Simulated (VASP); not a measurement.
Here is a VASP 6.6.1 calculation.

File INCAR:

```
SYSTEM = MgO2
PREC = Accurate
ENCUT = 520
EDIFF = 1E-6
ISMEAR = 0
SIGMA = 0.02
LREAL = .False.
LASPH = .True.
NELM = 100
ALGO = Normal
ISIF = 2
LWAVE = .False.
LCHARG = .False.
GGA = PS
IBRION = 2
NSW = 50
EDIFFG = -0.01
```

Contents of KPOINTS:

```
Automatic mesh
0
Gamma
  6 6 6
  0 0 0
```

POSCAR

```
MgO2
1.0
    4.6910172462      0.0000000000      0.0000000000
    0.0000000000      4.6910172462      0.0000000000
    0.0000000000      0.0000000000      4.6910172462
Mg O
4 8
Direct
    0.0000000000      0.5000000000      0.5000000000
    0.5000000000      0.5000000000      0.0000000000
    0.5000000000      0.0000000000      0.5000000000
    0.0000000000      0.0000000000      0.0000000000
    0.4105580775      0.0894419225      0.9105580775
    0.0894419225      0.9105580775      0.4105580775
    0.9105580775      0.4105580775      0.0894419225
    0.5894419225      0.5894419225      0.5894419225
    0.4105580775      0.4105580775      0.4105580775
    0.0894419225      0.5894419225      0.9105580775
    0.9105580775      0.0894419225      0.5894419225
    0.5894419225      0.9105580775      0.0894419225
```

Potentials or basis: VASP PAW PBE potentials, release 64 (Mg, O).

Launch:

```console
$ cat potpaw_PBE.64/Mg/POTCAR potpaw_PBE.64/O/POTCAR > POTCAR
$ mpirun -np 1 vasp_std > vasp.out
```

Question: What does it give for the band gap on the k mesh?

Answer: 4.21 eV (least direct gap 4.37 eV).

Question: Estimate the energy gained by relaxing.

Answer: 1.3 meV/atom.

Final structure:
```
Mg O
1.0
     4.69102    0.00000    0.00000
     0.00000    4.69102    0.00000
     0.00000    0.00000    4.69102
Mg O
4 8
Direct
  0.00000 0.50000 0.50000
  0.50000 0.50000 0.00000
  0.50000 0.00000 0.50000
  0.00000 0.00000 0.00000
  0.40954 0.09046 0.90954
  0.09046 0.90954 0.40954
  0.90954 0.40954 0.09046
  0.59046 0.59046 0.59046
  0.40954 0.40954 0.40954
  0.09046 0.59046 0.90954
  0.90954 0.09046 0.59046
  0.59046 0.90954 0.09046
```

 A k mesh can miss the band edges.
